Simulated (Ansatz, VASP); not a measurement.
# MgH2 in VASP and in Ansatz

```
Mg H
1.0
     2.89798   -5.08965    0.00000
     2.89798    5.08965    0.00000
     0.00000    0.00000    5.48799
Mg H
4 8
Cartesian
  2.8980 -2.5448 1.9505
  2.8980 2.5448 3.5375
  0.0000 0.0000 0.0000
  2.8980 0.0000 0.0000
  1.4490 2.5448 2.7440
  1.4490 -2.5448 2.7440
  2.8980 -3.8172 0.9752
  2.8980 -1.2724 0.9752
  2.8980 3.8172 4.5128
  2.8980 1.2724 4.5128
  1.4490 0.0000 0.0000
  4.3470 0.0000 0.0000
```

Alike in both runs: task single point; functional PBE; k mesh 4 × 4 × 4; occupations gaussian, width 0.1 eV; no spin polarisation.

|  | VASP | Ansatz |
| --- | --- | --- |
| version | VASP 6.6.1 | Ansatz 0.2.0 |
| potentials or method | VASP PAW PBE potentials, release 64 (Mg, H), cutoff 520 eV | scalar-relativistic, plane waves, PAW |
| valence electrons in the cell | 16 | 48 |

|  | VASP | Ansatz | Ansatz less VASP |
| --- | --- | --- | --- |
| gap on the k mesh at the Fermi level (eV) | 2.26 | 2.26 | +0.004 |
| least direct gap on the mesh (eV) | 2.26 | 2.26 | +0.004 |
| pressure (GPa) | 20.8 | 20.7 | -0.16 |
| traceless stress, the component that is largest in VASP (GPa) | 11.48 | 11.27 | -0.210 |
| rms of the force components (eV/Å) | 0.197 | 0.194 | -0.0022 |

Atom by atom the forces differ by 0.002 eV/Å (rms over components). The functional is the same, so the differences come from potentials, cutoffs and numerics. VASP's potentials hold 16 valence electrons a cell and Ansatz's 48, so a difference there can come from the potentials and not from the codes.
